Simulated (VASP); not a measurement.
A run of VASP 6.6.1:

Contents of INCAR:

```
  PREC = Accurate
  ENCUT = 500
  EDIFF = 1E-6
  ISMEAR = -1
  SIGMA = 0.1
  LREAL = F
  LASPH = T
  NELM = 120
  ALGO = Normal
  ISIF = 2
  LWAVE = F
  LCHARG = T
  LELF = T
  LVHAR = T
  NBANDS = 17
  GGA_COMPAT = F
```

File KPOINTS:

```
Automatic mesh
0
Gamma
  5 5 5
```

File POSCAR:

```
PbSe
1.0
    0.0000000000      3.0606500000      3.0606500000
    3.0606500000      0.0000000000      3.0606500000
    3.0606500000      3.0606500000      0.0000000000
Pb Se
1 1
Direct
    0.0000000000      0.0000000000      0.0000000000
    0.5000000000      0.5000000000      0.5000000000
```

Potentials or basis: VASP PAW LDA potentials, release 64 (Pb_d, Se).

Command:

```bash
$ cat potpaw_LDA.64/Pb_d/POTCAR potpaw_LDA.64/Se/POTCAR > POTCAR
$ mpirun -np 1 vasp_std > vasp.out
```

Hardware: 1 thread of Intel Xeon 8259CL, with other jobs on the host.

Question: How long does it take, and how much memory?

Answer: Run time: 14 s on 1 thread of Intel Xeon 8259CL, on a shared host, peak memory 0.15 GiB. Counts: scf iterations 11, k points 10.
